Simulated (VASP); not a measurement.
# W (Fm-3m) in VASP: further runs

W is run at these levels: PBEsol; tasks: single point.

Program: VASP 6.6.1. These are calculated values, not measurements. Logs are shortened: lines on timing, memory, paths and dates and some standing lists are left out, and cuts for length are marked.

### 1 The cell of the first run

It takes space group Fm-3m (No. 225, cubic). The conventional cell has a = 4.073 Å, b = 4.073 Å, c = 4.073 Å, α = 90.00°, β = 90.00°, γ = 90.00°. W (site symmetry m-3m) has 12 W at 2.88 Å within 3.8 Å.

This isn't the form of W at room conditions, which is bcc.

### 2 Single point, PBEsol (16.90 Å³/atom)

The input, INCAR:

```
  PREC = Accurate
  ENCUT = 520
  EDIFF = 1E-6
  ISMEAR = -1
  SIGMA = 0.05
  LREAL = F
  LASPH = T
  NELM = 100
  ALGO = Normal
  ISIF = 2
  LWAVE = F
  LCHARG = F
  GGA = PS
  NBANDS = 13
```

The input, KPOINTS:

```
Automatic mesh
0
Gamma
  14 14 14
```

The input, POSCAR:

```
W
1.0
    0.0000000000      2.0367442356      2.0367442356
    2.0367442356      0.0000000000      2.0367442356
    2.0367442356      2.0367442356      0.0000000000
W
1
Direct
    0.0000000000      0.0000000000      0.0000000000
```

Potentials or basis: VASP PAW PBE potentials, release 64 (W_sv).

Launch:

```
$ cat potpaw_PBE.64/W_sv/POTCAR > POTCAR
$ mpirun -np 1 vasp_std > vasp.out
```

OUTCAR:

```text
PREC = Accurate
   ENCUT = 520
   EDIFF = 1E-6
   ISMEAR = -1
   LREAL = F
   LASPH = T
   NELM = 100
   ISIF = 2
   GGA = PS

 ion  position               nearest neighbor table
   1  0.000  0.000  0.000-

  LATTYP: Found a face centered cubic cell.
 ALAT       =     4.0734884712

  Lattice vectors:

 A1 = (   0.0000000000,   2.0367442356,   2.0367442356)
 A2 = (   2.0367442356,   0.0000000000,   2.0367442356)
 A3 = (   2.0367442356,   2.0367442356,   0.0000000000)

Analysis of symmetry for initial positions (statically):
=====================================================================
 Subroutine PRICEL returns:
 Original cell was already a primitive cell.

 Routine SETGRP: Setting up the symmetry group for a
 face centered cubic supercell.

 Subroutine GETGRP returns: Found 48 space group operations
 (whereof 48 operations were pure point group operations)
 out of a pool of 48 trial point group operations.

The static configuration has the point symmetry O_h .

Analysis of symmetry for dynamics (positions and initial velocities):
=====================================================================
 Subroutine PRICEL returns:
 Original cell was already a primitive cell.

 Routine SETGRP: Setting up the symmetry group for a
 face centered cubic supercell.

 Subroutine GETGRP returns: Found 48 space group operations
 (whereof 48 operations were pure point group operations)
 out of a pool of 48 trial point group operations.

The dynamic configuration has the point symmetry O_h .

 Subroutine INISYM returns: Found 48 space group operations
 (whereof 48 operations are pure point group operations),
 and found     1 'primitive' translations

----------------------------------------------------------------------------------------

                                     Primitive cell

  volume of cell :      16.8982

  direct lattice vectors                    reciprocal lattice vectors
     0.000000000  2.036744236  2.036744236    -0.245489832  0.245489832  0.245489832
     2.036744236  0.000000000  2.036744236     0.245489832 -0.245489832  0.245489832
     2.036744236  2.036744236  0.000000000     0.245489832  0.245489832 -0.245489832

  length of vectors
     2.880391321  2.880391321  2.880391321     0.425200862  0.425200862  0.425200862

  position of ions in fractional coordinates (direct lattice)
     0.000000000  0.000000000  0.000000000

  ion indices of the primitive-cell ions
   primitive index   ion index
                 1           1

----------------------------------------------------------------------------------------

 KPOINTS: Automatic mesh

Automatic generation of k-mesh.
 Grid dimensions read from file:
 generate k-points for:   14   14   14

 Generating k-lattice:

  Cartesian coordinates                     Fractional coordinates (reciprocal lattice)
    -0.017534988  0.017534988  0.017534988     0.071428571  0.000000000  0.000000000
     0.017534988 -0.017534988  0.017534988     0.000000000  0.071428571  0.000000000
     0.017534988  0.017534988 -0.017534988     0.000000000  0.000000000  0.071428571

  Length of vectors
     0.030371490  0.030371490  0.030371490

  Shift w.r.t. Gamma in fractional coordinates (k-lattice)
     0.000000000  0.000000000  0.000000000

 Subroutine IBZKPT returns following result:
 ===========================================

 Found    104 irreducible k-points:

 Following reciprocal coordinates:
            Coordinates               Weight
  0.000000  0.000000  0.000000      1.000000
  0.071429  0.000000  0.000000      8.000000
  0.142857  0.000000  0.000000      8.000000
  0.214286  0.000000  0.000000      8.000000
  0.285714  0.000000  0.000000      8.000000
  0.357143  0.000000  0.000000      8.000000
[... 16 lines left out ...]
  0.214286  0.142857  0.000000     24.000000
  0.285714  0.142857  0.000000     24.000000
 [... further k-points ...]
   k-points           NKPTS =    104   k-points in BZ     NKDIM =    104   number of bands    NBANDS=     13
   number of dos      NEDOS =    301   number of ions     NIONS =      1
   total plane-waves  NPLWV =  13824
   dimension x,y,z NGX =    24 NGY =   24 NGZ =   24
   dimension x,y,z NGXF=    48 NGYF=   48 NGZF=   48
   ions per type =               1
   NGX,Y,Z   is equivalent  to a cutoff of  13.85, 13.85, 13.85 a.u.
   NGXF,Y,Z  is equivalent  to a cutoff of  27.70, 27.70, 27.70 a.u.
 SYSTEM =  unknown system
   PREC   = accura    normal or accurate (medium, high low for compatibility)
   ISTART =      0    job   : 0-new  1-cont  2-samecut
   ICHARG =      2    charge: 1-file 2-atom 10-const
   ISPIN  =      1    spin polarized calculation?
   LNONCOLLINEAR =      F non collinear calculations
   LSORBIT =      F    spin-orbit coupling
   LASPH  =      T    aspherical Exc in radial PAW
   ENCUT  =  520.0 eV  38.22 Ry    6.18 a.u.   5.36  5.36  5.36*2*pi/ulx,y,z
   NELM   =    100;   NELMIN=  2; NELMDL= -5     # of ELM steps
   EDIFF  = 0.1E-05   stopping-criterion for ELM
   LREAL  =      F    real-space projection
   EDIFFG = 0.1E-04   stopping-criterion for IOM
   NSW    =      0    number of steps for IOM
   IBRION =     -1    ionic relax: 0-MD 1-quasi-New 2-CG
   NFREE  =      0    steps in history (QN), initial steepest desc. (CG)
   ISIF   =      2    stress and relaxation
   ISYM   =      2    0-nonsym 1-usesym 2-fastsym
   POTIM  = 0.5000    time-step for ionic-motion
   TEBEG  =    0.0;   TEEND  =   0.0 temperature during run
   PSTRESS=    0.0 pullay stress
   NELECT =      14.0000    total number of electrons
   NUPDOWN=      -1.0000    fix difference up-down
   EMIN   =  10.00;   EMAX   =-10.00  energy-range for DOS
   EFERMI =   0.00;   METHOD = LEGACY
   ISMEAR =    -1;   SIGMA  =   0.05  broadening in eV -4-tet -1-fermi 0-gaus
   EFERMI_NEDOS =   21; number of points for ismear=-14 and -15
   IALGO  =     38    algorithm
   IMIX   =      4    mixing-type and parameters
     AMIX     =   0.40;   BMIX     =  1.00
     AMIX_MAG =   1.60;   BMIX_MAG =  1.00
  volume/ion in A,a.u.               =      16.90       114.03
  Fermi-wavevector in a.u.,A,eV,Ry     =   1.537580  2.905605 32.166238  2.364152
  Thomas-Fermi vector in A             =   2.644069
   LORBIT       =      0    0 simple, 1 ext, 2 COOP (PROOUT), +10 PAW based schemes
   GGA     = PS    functional components
   LHFCALC =     F    Hartree Fock is set to
   AEXX    =    0.0000 exact exchange contribution
   IVDW    =     0    specifies the selected vdW correction
   LEPSILON=     F    determine dielectric tensor
   LRPA    =     F    only Hartree local field effects (RPA)
 non-spin polarized calculation
  energy-cutoff  :      520.00
  volume of cell :       16.90
 maximum number of plane-waves:       467
 NGX is ok and might be reduce to    24
   NGX = 11   NGY = 11   NGZ = 11

 number of electron      14.0000001 magnetization

 Free energy of the ion-electron system (eV)
  ---------------------------------------------------
  ext. energy  EPLUGINS =         0.00000000
  ---------------------------------------------------
  free energy    TOTEN  =       -13.27372285 eV

  energy without entropy =      -13.26300233  energy(sigma->0) =      -13.26836259

 E-fermi :   9.9057     XC(G=0): -13.3940

 val. band max:        9.9040416918   @ k =   0.2143   0.0714   0.0000
 cond. band min:       9.9220612103   @ k =  -0.1429   0.0714   0.0000
 fundamental gap:      0.0180195185
 Fermi energy:         9.9057226932

 k-point     1 :       0.0000    0.0000    0.0000
  band No.  band energies     occupation
      1     -63.7691      2.00000
      2     -27.4299      2.00000
      3     -27.4299      2.00000
      4     -27.4299      2.00000
      5       1.0710      2.00000
      6       9.3948      1.99993
      7       9.3948      1.99993
      8       9.3948      1.99993
      9      12.3813      0.00000
     10      12.3813      0.00000
     11      22.7126      0.00000
     12      27.7483      0.00000
     13      27.7483      0.00000

 k-point     2 :       0.0714    0.0000    0.0000
  band No.  band energies     occupation
      1     -63.7645      2.00000
      2     -27.4848      2.00000
      3     -27.4369      2.00000
      4     -27.4369      2.00000
      5       1.2873      2.00000
      6       9.2307      2.00000
      7       9.4949      1.99946
      8       9.4949      1.99946
      9      12.2926      0.00000
     10      12.2926      0.00000
     11      23.1432      0.00000
     12      26.8322      0.00000
     13      28.1525      0.00000

 k-point     3 :       0.1429    0.0000    0.0000
  band No.  band energies     occupation
      1     -63.7517      2.00000
      2     -27.6367      2.00000
      3     -27.4567      2.00000
      4     -27.4567      2.00000
      5       1.8987      2.00000
      6       8.8452      2.00000
      7       9.7252      1.94737
      8       9.7252      1.94737
      9      12.1409      0.00000
     10      12.1409      0.00000
     11      24.1343      0.00000
     12      25.4416      0.00000
     13      29.3015      0.00000
[... 305 lines left out ...]
 k-point    23 :       0.2143    0.1429    0.0000
  band No.  band energies     occupation
      1     -63.7319      2.00000
      2     -27.7698      2.00000
      3     -27.5385      2.00000
      4     -27.5300      2.00000
      5       2.8537      2.00000
      6       8.0043      2.00000
      7      10.1346      0.02034
      8      10.3997      0.00010
      9      11.0327      0.00000
     10      12.9634      0.00000
     11      25.6345      0.00000
     12      26.2008      0.00000
     13      28.8330      0.00000

 k-point    24 :       0.2857    0.1429    0.0000
  band No.  band energies     occupation
      1     -63.7138      2.00000
      2     -27.9596      2.00000
      3     -27.5739      2.00000
      4     -27.5631      2.00000
      5       3.7323      2.00000
      6       7.7254      2.00000
      7       9.5849      1.99674
      8      10.5115      0.00001
      9      11.8293      0.00000
     10      13.3984      0.00000
     11      24.3446      0.00000
     12      27.2301      0.00000
     13      29.3356      0.00000

 [... further k-points ...]

------------------------ aborting loop because EDIFF is reached ----------------------------------------

  FORCE on cell =-STRESS in cart. coord.  units (eV):
  Direction    XX          YY          ZZ          XY          YZ          ZX
  --------------------------------------------------------------------------------------
  -------------------------------------------------------------------------------------
  Total       -1.5440833     -1.5440833     -1.5440833     -0.0000000      0.0000000      0.0000000
  in kB     -146.4002520   -146.4002520   -146.4002520     -0.0000000      0.0000000      0.0000000
  external PRESSURE =    -146.4002520 kB  Pullay stress =       0.0000000 kB

 VOLUME and BASIS-vectors are now :
 -----------------------------------------------------------------------------
  energy-cutoff  :      520.00
  volume of cell :       16.90
      direct lattice vectors                 reciprocal lattice vectors
     0.000000000  2.036744236  2.036744236    -0.245489832  0.245489832  0.245489832
     2.036744236  0.000000000  2.036744236     0.245489832 -0.245489832  0.245489832
     2.036744236  2.036744236  0.000000000     0.245489832  0.245489832 -0.245489832

 POSITION                                       TOTAL-FORCE (eV/Angst)
 -----------------------------------------------------------------------------------
      0.00000      0.00000      0.00000         0.000000     -0.000000      0.000000
 -----------------------------------------------------------------------------------
    total drift:                                0.000000      0.000000     -0.000000

  FREE ENERGIE OF THE ION-ELECTRON SYSTEM (eV)
  ---------------------------------------------------
  free  energy   TOTEN  =       -13.2737228498 eV

  energy  without entropy=      -13.2630023341  energy(sigma->0) =      -13.26836259
```

Wall time 24 s (1 thread of Intel Xeon 8259CL, shared host); peak memory 0.15 GiB.

What came out:

```yaml
Free_energy: -13.2737 eV
Pressure: -14.6 GPa
Band_gap_on_the_k_mesh: zero (bands 7 and 8 overlap by 3.44 eV)
```

Levels at points of the mesh, in eV from the Fermi level:
```csv
k point,band 3,band 4,band 5,band 6,band 7,band 8,band 9,band 10,band 11,band 12
"(0.00, 0.00, 0.00)",-37.34,-37.34,-8.83,-0.51,-0.51,-0.51,2.48,2.48,12.81,17.84
"(0.50, 0.00, 0.00)",-37.48,-37.48,-5.44,-0.73,-0.73,0.59,4.86,4.86,9.86,12.42
"(0.50, 0.50, 0.00)",-37.71,-37.71,-5.28,-4.32,2.93,4.82,5.57,5.57,11.51,11.51
```

Caveat: the cell stands under tension; the PAW data sets were made with another functional, which shifts forces and pressure a little; spin-orbit coupling is left out, which moves the levels of the heavy elements.

### 3 Single point, PBEsol (16.56 Å³/atom)

This run uses another cell than the first one, of 16.56 Å³/atom.

The input, INCAR:

```
  ALGO = Normal
  EDIFF = 1E-6
  ENCUT = 520
  GGA = PS
  ISIF = 2
  ISMEAR = -1
  LASPH = True
  LCHARG = False
  LREAL = False
  LWAVE = False
  NBANDS = 13
  NELM = 80
  PREC = Accurate
  SIGMA = 0.05
```

The input, KPOINTS:

```
k-points
0
Gamma
  14 14 14
```

The input, POSCAR:

```
W
1.0
    0.0000000000      2.0232106516      2.0232106516
    2.0232106516      0.0000000000      2.0232106516
    2.0232106516      2.0232106516      0.0000000000
W
1
Direct
    0.0000000000      0.0000000000      0.0000000000
```

Potentials or basis: VASP PAW PBE potentials, release 64 (W_sv).

Launch:

```
$ cat potpaw_PBE.64/W_sv/POTCAR > POTCAR
$ mpirun -np 1 vasp_std > vasp.out
```

Wall time 30 s (1 thread of Intel Xeon 8259CL, shared host); peak memory 0.15 GiB.

The run converged. Its results:

```
Free energy            : -13.2989 eV
Pressure               : -9.6 GPa
Band gap on the k mesh : zero (bands 7 and 8 overlap by 3.56 eV)
```

Levels at points of the mesh, in eV from the Fermi level:
```csv
k point,band 4,band 5,band 6,band 7,band 8,band 9,band 10,band 11
"(0.00, 0.00, 0.00)",-37.27,-8.94,-0.53,-0.53,-0.53,2.54,2.54,12.84
"(0.50, 0.00, 0.00)",-37.42,-5.54,-0.76,-0.76,0.65,5.00,5.00,10.16
"(0.50, 0.50, 0.00)",-37.67,-5.41,-4.44,3.04,4.96,5.73,5.73,11.68
```

Caveat: the cell stands under tension; the PAW data sets were made with another functional, which shifts forces and pressure a little; spin-orbit coupling is left out, which moves the levels of the heavy elements.

### 4 Single point, PBEsol (17.40 Å³/atom)

This run uses another cell than the first one, of 17.40 Å³/atom.

The input, INCAR:

```
SYSTEM = W
PREC = Accurate ; ENCUT = 520
EDIFF = 1E-7 ; ISMEAR = -1
SIGMA = 0.05 ; LREAL = .False.
LASPH = .True. ; NELM = 60
ALGO = Normal ; ISIF = 2
LWAVE = .False. ; LCHARG = .False.
GGA = PS ; NBANDS = 13
```

The input, KPOINTS:

```
Automatic mesh
0
Gamma
  14 14 14
  0 0 0
```

The input, POSCAR:

```
W
1.0
    0.0000000000      2.0567135898      2.0567135898
    2.0567135898      0.0000000000      2.0567135898
    2.0567135898      2.0567135898      0.0000000000
W
1
Direct
    0.0000000000      0.0000000000      0.0000000000
```

Launch:

```
$ cat potpaw_PBE.64/W_sv/POTCAR > POTCAR
$ mpirun -np 1 vasp_std > vasp.out
```

Wall time 27 s (1 thread of Intel Xeon 8259CL, shared host); peak memory 0.15 GiB.

Results (log left out):

| Quantity | Value |
| --- | --- |
| Free energy | -13.2174 eV |
| Pressure | -21.3 GPa |
| Band gap on the k mesh | zero (bands 7 and 8 overlap by 3.26 eV) |

Levels at points of the mesh, in eV from the Fermi level:
| k point | band 3 | band 4 | band 5 | band 6 | band 7 | band 8 | band 9 | band 10 | band 11 | band 12 |
| --- | --- | --- | --- | --- | --- | --- | --- | --- | --- | --- |
| (0.00, 0.00, 0.00) | -37.43 | -37.43 | -8.68 | -0.48 | -0.48 | -0.48 | 2.38 | 2.38 | 12.76 | 17.65 |
| (0.50, 0.00, 0.00) | -37.56 | -37.56 | -5.29 | -0.69 | -0.69 | 0.51 | 4.66 | 4.66 | 9.44 | 12.37 |
| (0.50, 0.50, 0.00) | -37.78 | -37.78 | -5.09 | -4.15 | 2.78 | 4.61 | 5.33 | 5.33 | 11.26 | 11.26 |

Caveat: the cell stands under tension; the PAW data sets were made with another functional, which shifts forces and pressure a little; spin-orbit coupling is left out, which moves the levels of the heavy elements.

### 5 Summary

```tsv
cell	gap on the mesh (eV)	pressure (GPa)
a = 2.880 Å, angles 60.0°, 1 atom	none	-14.6
a = 2.861 Å, angles 60.0°, 1 atom	none	-9.6
a = 2.909 Å, angles 60.0°, 1 atom	none	-21.3
```

Alike in all rows: task single point; level PBEsol; potentials or basis VASP PAW PBE potentials, release 64 (W_sv); no spin polarisation; k mesh 14 × 14 × 14; cutoff (eV) 520; smearing fermi-dirac 0.05 eV.

Caveats: the cell stands under tension; the PAW data sets were made with another functional, which shifts forces and pressure a little; spin-orbit coupling is left out, which moves the levels of the heavy elements.

Absolute energies hang on the potentials; compare differences alone.
